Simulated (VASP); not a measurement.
The system is BaS.

```
CELL_PARAMETERS angstrom
4.36573 0.00000 0.00000
-2.18287 3.78084 0.00000
0.00000 0.00000 3.97809
ATOMIC_POSITIONS crystal
Ba 0.00000 0.00000 0.50000
S 0.66667 0.33333 0.00000
```

Program: VASP 6.6.1. Alike in all runs: task single point; no spin polarisation; cell as given; cutoff (eV) 520; smearing gaussian 0.02 eV.

**Question.** Order these runs on this cell by their band gap on the k mesh, lowest first.
A. level LDA; potentials or basis VASP PAW LDA potentials, release 64 (Ba_sv, S); k mesh 6 × 6 × 8
B. level r2SCAN; potentials or basis VASP PAW PBE potentials, release 64 (Ba_sv, S); k mesh 6 × 6 × 8
C. level HSE06; potentials or basis VASP PAW PBE potentials, release 64 (Ba_sv, S); k mesh 6 × 6 × 4; grid for exact exchange (PRECFOCK) Normal; screening parameter 0.2079 1/Å

**Answer.** A (1.75 eV), B (2.34 eV), C (2.91 eV).

Caveats: spin-orbit coupling is left out, which moves the levels of the heavy elements.

A k mesh can miss the band edges.
